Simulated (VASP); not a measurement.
Here is a VASP 6.6.1 calculation.

File INCAR:

```
PREC = Accurate ; ENCUT = 520
EDIFF = 1E-6 ; ISMEAR = -1
SIGMA = 0.05 ; LREAL = False
LASPH = True ; NELM = 60
ALGO = Normal ; ISIF = 2
LWAVE = False ; LCHARG = False
GGA = PE ; NBANDS = 27
```

Contents of KPOINTS:

```
Automatic mesh
0
Gamma
  15 15 3
```

File POSCAR:

```
InO
1.0
    3.4497153543      0.0000000000      0.0000000000
   -1.7248576772      2.9875411327      0.0000000000
    0.0000000000      0.0000000000     15.8675786366
In O
2 2
Direct
    0.6666666667      0.3333333333      0.5900498397
    0.6666666667      0.3333333333      0.4099501603
    0.0000000000      0.0000000000      0.6396931412
    0.0000000000      0.0000000000      0.3603068588
```

Potentials or basis: VASP PAW PBE potentials, release 64 (In_d, O).

Run with:

```bash
$ cat potpaw_PBE.64/In_d/POTCAR potpaw_PBE.64/O/POTCAR > POTCAR
$ mpirun -np 1 vasp_std > vasp.out
```

Question: What does it give for the band gap on the k mesh?

Answer: 0.35 eV (least direct gap 1.10 eV).

Question: What does it give for the largest force?

Answer: 0.036 eV/Å.

Forces in eV/Å, atoms in the order of the input:
```
In   0.000  0.000 -0.032
In   0.000  0.000  0.032
O    0.000  0.000  0.036
O    0.000  0.000 -0.036
```

Caveat: spin-orbit coupling is left out, which moves the levels of the heavy elements.
